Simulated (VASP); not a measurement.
# NbC4 (Pm-3m) in VASP: density of states with PBE

Aim: the density of states of NbC4 with PBE.

Everything below comes from runs of VASP 6.6.1. Logs are shortened: lines on timing, memory, paths and dates and some standing lists are left out, and cuts for length are marked.

## (1) The cell of the first run

It takes space group Pm-3m (No. 221, cubic). The conventional cell has a = 4.172 Å, b = 4.172 Å, c = 4.172 Å, α = 90.00°, β = 90.00°, γ = 90.00°. Within 2.8 Å of Nb (site symmetry m-3m) lie 6 C at 2.09 Å. Within 2.8 Å of C (site symmetry 4/mmm) lie 2 Nb at 2.09 Å. C (site symmetry m-3m) has 12 C at 2.95 Å and 8 Nb at 3.61 Å within 3.9 Å.

## (2) Density of states, PBE

File POSCAR:

```
NbC4
1.0
    4.1718012452      0.0000000000      0.0000000000
    0.0000000000      4.1718012452      0.0000000000
    0.0000000000      0.0000000000      4.1718012452
Nb C
1 4
Direct
    0.0000000000      0.0000000000      0.0000000000
    0.5000000000      0.0000000000      0.0000000000
    0.0000000000      0.5000000000      0.0000000000
    0.0000000000      0.0000000000      0.5000000000
    0.5000000000      0.5000000000      0.5000000000
```

File INCAR.step1:

```
SYSTEM = NbC4
PREC = Accurate
ENCUT = 520
EDIFF = 1E-7
ISMEAR = 0
SIGMA = 0.1
LREAL = .False.
LASPH = .True.
NELM = 100
ALGO = Normal
ISIF = 2
LWAVE = .False.
LCHARG = .True.
LMAXMIX = 4
GGA = PE
NBANDS = 22
```

File KPOINTS.step1:

```
Automatic mesh
0
Gamma
  10 10 10
  0 0 0
```

File INCAR.step2:

```
SYSTEM = NbC4
PREC = Accurate
ENCUT = 520
EDIFF = 1E-7
ISMEAR = -5
SIGMA = 0.1
LREAL = .False.
LASPH = .True.
NELM = 100
ALGO = Normal
ISIF = 2
LWAVE = .False.
LCHARG = .False.
LMAXMIX = 4
GGA = PE
LORBIT = 11
NBANDS = 22
NEDOS = 2001
ICHARG = 11
```

File KPOINTS.step2:

```
Automatic mesh
0
Gamma
  15 15 15
  0 0 0
```

Potentials or basis: VASP PAW PBE potentials, release 64 (Nb_sv, C).

The run is started by

```sh
$ cat potpaw_PBE.64/Nb_sv/POTCAR potpaw_PBE.64/C/POTCAR > POTCAR
$ cp INCAR.step1 INCAR
$ cp KPOINTS.step1 KPOINTS
$ mpirun -np 1 vasp_std > vasp.out
$ cp INCAR.step2 INCAR
$ cp KPOINTS.step2 KPOINTS
$ mpirun -np 1 vasp_std > vasp.out
```

OUTCAR:

```text
SYSTEM = NbC4
   PREC = Accurate
   ENCUT = 520
   EDIFF = 1E-7
   ISMEAR = -5
   LREAL = .False.
   LASPH = .True.
   NELM = 100
   ISIF = 2
   GGA = PE
   LORBIT = 11
   ICHARG = 11

 ion  position               nearest neighbor table
   1  0.000  0.000  0.000-   2 2.09   3 2.09   4 2.09   4 2.09   3 2.09   2 2.09
   2  0.500  0.000  0.000-   1 2.09   1 2.09
   3  0.000  0.500  0.000-   1 2.09   1 2.09
   4  0.000  0.000  0.500-   1 2.09   1 2.09
   5  0.500  0.500  0.500-

  LATTYP: Found a simple cubic cell.
 ALAT       =     4.1718012452

  Lattice vectors:

 A1 = (   4.1718012452,   0.0000000000,   0.0000000000)
 A2 = (   0.0000000000,   4.1718012452,   0.0000000000)
 A3 = (   0.0000000000,   0.0000000000,   4.1718012452)

Analysis of symmetry for initial positions (statically):
=====================================================================
 Subroutine PRICEL returns:
 Original cell was already a primitive cell.

 Routine SETGRP: Setting up the symmetry group for a
 simple cubic supercell.

 Subroutine GETGRP returns: Found 48 space group operations
 (whereof 48 operations were pure point group operations)
 out of a pool of 48 trial point group operations.

The static configuration has the point symmetry O_h .

Analysis of symmetry for dynamics (positions and initial velocities):
=====================================================================
 Subroutine PRICEL returns:
 Original cell was already a primitive cell.

 Routine SETGRP: Setting up the symmetry group for a
 simple cubic supercell.

 Subroutine GETGRP returns: Found 48 space group operations
 (whereof 48 operations were pure point group operations)
 out of a pool of 48 trial point group operations.

The dynamic configuration has the point symmetry O_h .

 Subroutine INISYM returns: Found 48 space group operations
 (whereof 48 operations are pure point group operations),
 and found     1 'primitive' translations

----------------------------------------------------------------------------------------

                                     Primitive cell

  volume of cell :      72.6057

  direct lattice vectors                    reciprocal lattice vectors
     4.171801245  0.000000000  0.000000000     0.239704612  0.000000000  0.000000000
     0.000000000  4.171801245  0.000000000     0.000000000  0.239704612  0.000000000
     0.000000000  0.000000000  4.171801245     0.000000000  0.000000000  0.239704612

  length of vectors
     4.171801245  4.171801245  4.171801245     0.239704612  0.239704612  0.239704612

  position of ions in fractional coordinates (direct lattice)
     0.000000000  0.000000000  0.000000000
     0.500000000  0.000000000  0.000000000
     0.000000000  0.500000000  0.000000000
     0.000000000  0.000000000  0.500000000
     0.500000000  0.500000000  0.500000000

  ion indices of the primitive-cell ions
   primitive index   ion index
                 1           1
                 2           2
                 3           3
                 4           4
                 5           5

----------------------------------------------------------------------------------------

 KPOINTS: Automatic mesh

Automatic generation of k-mesh.
 Grid dimensions read from file:
 generate k-points for:   15   15   15

 Generating k-lattice:

  Cartesian coordinates                     Fractional coordinates (reciprocal lattice)
     0.015980307  0.000000000  0.000000000     0.066666667  0.000000000  0.000000000
     0.000000000  0.015980307  0.000000000     0.000000000  0.066666667  0.000000000
     0.000000000  0.000000000  0.015980307     0.000000000  0.000000000  0.066666667

  Length of vectors
     0.015980307  0.015980307  0.015980307

  Shift w.r.t. Gamma in fractional coordinates (k-lattice)
     0.000000000  0.000000000  0.000000000

 TETIRR: Found   1667 inequivalent tetrahedra from    20250

 Subroutine IBZKPT returns following result:
 ===========================================

 Found    120 irreducible k-points:

 Following reciprocal coordinates:
            Coordinates               Weight
  0.000000  0.000000  0.000000      1.000000
  0.066667  0.000000  0.000000      6.000000
  0.133333  0.000000  0.000000      6.000000
  0.200000  0.000000  0.000000      6.000000
  0.266667  0.000000  0.000000      6.000000
  0.333333  0.000000  0.000000      6.000000
[... 16 lines left out ...]
  0.266667  0.200000  0.000000     24.000000
  0.333333  0.200000  0.000000     24.000000
 [... further k-points ...]
   k-points           NKPTS =    120   k-points in BZ     NKDIM =    120   number of bands    NBANDS=     22
   number of dos      NEDOS =   2001   number of ions     NIONS =      5
   total plane-waves  NPLWV =  32768
   dimension x,y,z NGX =    32 NGY =   32 NGZ =   32
   dimension x,y,z NGXF=    64 NGYF=   64 NGZF=   64
   ions per type =               1   4
   NGX,Y,Z   is equivalent  to a cutoff of  12.75, 12.75, 12.75 a.u.
   NGXF,Y,Z  is equivalent  to a cutoff of  25.50, 25.50, 25.50 a.u.
 SYSTEM =  NbC4
   PREC   = accura    normal or accurate (medium, high low for compatibility)
   ISTART =      0    job   : 0-new  1-cont  2-samecut
   ICHARG =     11    charge: 1-file 2-atom 10-const
   ISPIN  =      1    spin polarized calculation?
   LNONCOLLINEAR =      F non collinear calculations
   LSORBIT =      F    spin-orbit coupling
   LASPH  =      T    aspherical Exc in radial PAW
   ENCUT  =  520.0 eV  38.22 Ry    6.18 a.u.   7.76  7.76  7.76*2*pi/ulx,y,z
   NELM   =    100;   NELMIN=  2; NELMDL=  0     # of ELM steps
   EDIFF  = 0.1E-06   stopping-criterion for ELM
   LREAL  =      F    real-space projection
   EDIFFG = 0.1E-05   stopping-criterion for IOM
   NSW    =      0    number of steps for IOM
   IBRION =     -1    ionic relax: 0-MD 1-quasi-New 2-CG
   NFREE  =      0    steps in history (QN), initial steepest desc. (CG)
   ISIF   =      2    stress and relaxation
   ISYM   =      2    0-nonsym 1-usesym 2-fastsym
   POTIM  = 0.5000    time-step for ionic-motion
   TEBEG  =    0.0;   TEEND  =   0.0 temperature during run
   PSTRESS=    0.0 pullay stress
   NELECT =      29.0000    total number of electrons
   NUPDOWN=      -1.0000    fix difference up-down
   EMIN   =  10.00;   EMAX   =-10.00  energy-range for DOS
   EFERMI =   0.00;   METHOD = LEGACY
   ISMEAR =    -5;   SIGMA  =   0.10  broadening in eV -4-tet -1-fermi 0-gaus
   EFERMI_NEDOS =   21; number of points for ismear=-14 and -15
   IALGO  =     38    algorithm
   IMIX   =      4    mixing-type and parameters
     AMIX     =   0.40;   BMIX     =  1.00
     AMIX_MAG =   1.60;   BMIX_MAG =  1.00
  volume/ion in A,a.u.               =      14.52        97.99
  Fermi-wavevector in a.u.,A,eV,Ry     =   1.205639  2.278327 19.776952  1.453565
  Thomas-Fermi vector in A             =   2.341329
   LORBIT       =     11    0 simple, 1 ext, 2 COOP (PROOUT), +10 PAW based schemes
   GGA     = PE    functional components
   LHFCALC =     F    Hartree Fock is set to
   AEXX    =    0.0000 exact exchange contribution
   IVDW    =     0    specifies the selected vdW correction
   LEPSILON=     F    determine dielectric tensor
   LRPA    =     F    only Hartree local field effects (RPA)
 non-spin polarized calculation
 Fermi weights with tetrahedron method with Bloechl corrections
  energy-cutoff  :      520.00
  volume of cell :       72.61
 maximum number of plane-waves:      1973
 NGX is ok and might be reduce to    32

 number of electron      29.0000002 magnetization

 Free energy of the ion-electron system (eV)
  ---------------------------------------------------
  ext. energy  EPLUGINS =         0.00000000
  ---------------------------------------------------
  free energy    TOTEN  =       -30.22137242 eV

  energy without entropy =      -30.22137242  energy(sigma->0) =      -30.22137242

 E-fermi :   3.3777     XC(G=0): -10.1326

 val. band max:        3.4531095906   @ k =   0.1333   0.0000   0.0000
 cond. band min:       3.2979067171   @ k =   0.4667   0.3333   0.1333
 fundamental gap:     -0.1552028735
 Fermi energy:         3.3776729605

 k-point     1 :       0.0000    0.0000    0.0000
  band No.  band energies     occupation
      1     -50.8322      2.00000
      2     -27.0503      2.00000
      3     -27.0503      2.00000
      4     -27.0503      2.00000
      5      -8.1893      2.00000
      6      -5.8883      2.00000
[... 14 lines left out ...]
     21       5.8083      0.00000
     22       5.8083      0.00000

 k-point     2 :       0.0667    0.0000    0.0000
  band No.  band energies     occupation
      1     -50.8321      2.00000
      2     -27.0516      2.00000
      3     -27.0501      2.00000
      4     -27.0501      2.00000
      5      -8.1574      2.00000
      6      -5.8852      2.00000
[... 14 lines left out ...]
     21       5.7005      0.00000
     22       5.8515      0.00000

 k-point     3 :       0.1333    0.0000    0.0000
  band No.  band energies     occupation
      1     -50.8321      2.00000
      2     -27.0553      2.00000
      3     -27.0497      2.00000
      4     -27.0497      2.00000
      5      -8.0637      2.00000
      6      -5.8765      2.00000
[... 14 lines left out ...]
     21       5.4280      0.00000
     22       6.0921      0.00000
[... 476 lines left out ...]
 k-point    23 :       0.2667    0.2000    0.0000
  band No.  band energies     occupation
      1     -50.8319      2.00000
      2     -27.0657      2.00000
      3     -27.0588      2.00000
      4     -27.0474      2.00000
      5      -7.4441      2.00000
      6      -5.8284      2.00000
[... 14 lines left out ...]
     21       6.5272      0.00000
     22       7.1874      0.00000

 k-point    24 :       0.3333    0.2000    0.0000
  band No.  band energies     occupation
      1     -50.8318      2.00000
      2     -27.0716      2.00000
      3     -27.0581      2.00000
      4     -27.0468      2.00000
      5      -7.2187      2.00000
      6      -5.8788      2.00000
[... 14 lines left out ...]
     21       6.5111      0.00000
     22       7.7673      0.00000

 [... further k-points ...]
[... 5 lines left out ...]
  --------------------------------------------------------------------------------------
  -------------------------------------------------------------------------------------
  Total       -0.1415445     -0.1415445     -0.1415445      0.0000000     -0.0000000      0.0000000
  in kB       -3.1234365     -3.1234365     -3.1234365      0.0000000     -0.0000000      0.0000000
  external PRESSURE =      -3.1234365 kB  Pullay stress =       0.0000000 kB

 VOLUME and BASIS-vectors are now :
 -----------------------------------------------------------------------------
  energy-cutoff  :      520.00
  volume of cell :       72.61
      direct lattice vectors                 reciprocal lattice vectors
     4.171801245  0.000000000  0.000000000     0.239704612  0.000000000  0.000000000
     0.000000000  4.171801245  0.000000000     0.000000000  0.239704612  0.000000000
     0.000000000  0.000000000  4.171801245     0.000000000  0.000000000  0.239704612

 POSITION                                       TOTAL-FORCE (eV/Angst)
 -----------------------------------------------------------------------------------
      0.00000      0.00000      0.00000         0.000000      0.000000      0.000000
      2.08590      0.00000      0.00000         0.000000      0.000000      0.000000
      0.00000      2.08590      0.00000         0.000000      0.000000      0.000000
      0.00000      0.00000      2.08590         0.000000      0.000000      0.000000
      2.08590      2.08590      2.08590         0.000000      0.000000      0.000000
 -----------------------------------------------------------------------------------
    total drift:                                0.000000      0.000000     -0.000000

  FREE ENERGIE OF THE ION-ELECTRON SYSTEM (eV)
  ---------------------------------------------------
  free  energy   TOTEN  =       -30.2213724229 eV

  energy  without entropy=      -30.2213724229  energy(sigma->0) =      -30.22137242

 total charge

# of ion       s       p       d       tot
------------------------------------------
    1        2.253   6.122   2.473  10.847
    2        1.008   1.186   0.000   2.194
    3        1.008   1.186   0.000   2.194
    4        1.008   1.186   0.000   2.194
    5        1.093   0.819   0.000   1.912
--------------------------------------------------
tot          6.369  10.498   2.473  19.340
```

It took 98 s on 1 thread of Intel Xeon 6975P-C (Granite Rapids), shared host; peak memory 0.28 GiB.

What came out:

```yaml
Valence_electrons_inside_the_program's_atomic_spheres: Nb 10.85; C 2.19, 1.91
```

Caveat: tetrahedron occupations give inexact forces and stress in metals.
